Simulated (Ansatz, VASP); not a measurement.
**Two plane-wave programs on Al2O3**

```
Al O
1.0
     5.76865    0.00000    0.00000
    -2.88432    4.99579    0.00000
     0.00000    0.00000    9.33675
Al O
8 12
Direct
  0.00000 0.00000 0.14999
  0.00000 0.00000 0.85001
  0.00000 0.50000 0.14999
  0.00000 0.50000 0.85001
  0.50000 0.00000 0.14999
  0.50000 0.00000 0.85001
  0.50000 0.50000 0.14999
  0.50000 0.50000 0.85001
  0.16667 0.33333 0.22232
  0.33333 0.16667 0.00000
  0.16667 0.33333 0.77768
  0.16667 0.83333 0.22232
  0.33333 0.66667 0.00000
  0.16667 0.83333 0.77768
  0.66667 0.33333 0.22232
  0.83333 0.16667 0.00000
  0.66667 0.33333 0.77768
  0.66667 0.83333 0.22232
  0.83333 0.66667 0.00000
  0.66667 0.83333 0.77768
```

Alike in both runs: task single point; functional LDA; k mesh 3 × 3 × 2; occupations fermi-dirac, width 0.02 eV; no spin polarisation.

|  | VASP | Ansatz |
| --- | --- | --- |
| version | VASP 6.6.1 | Ansatz 0.2.0 |
| potentials or method | VASP PAW LDA potentials, release 64 (Al, O), cutoff 600 eV | plane waves, PAW |
| valence electrons in the cell | 96 | 96 |

Ansatz gave:

- gap on the k mesh at the Fermi level (eV): 4.76

Question: Which values does VASP return?

Answer: gap on the k mesh at the Fermi level (eV): 4.75.

LDA's correlation is that of Perdew and Zunger in VASP and of Perdew and Wang (1992) in Ansatz.
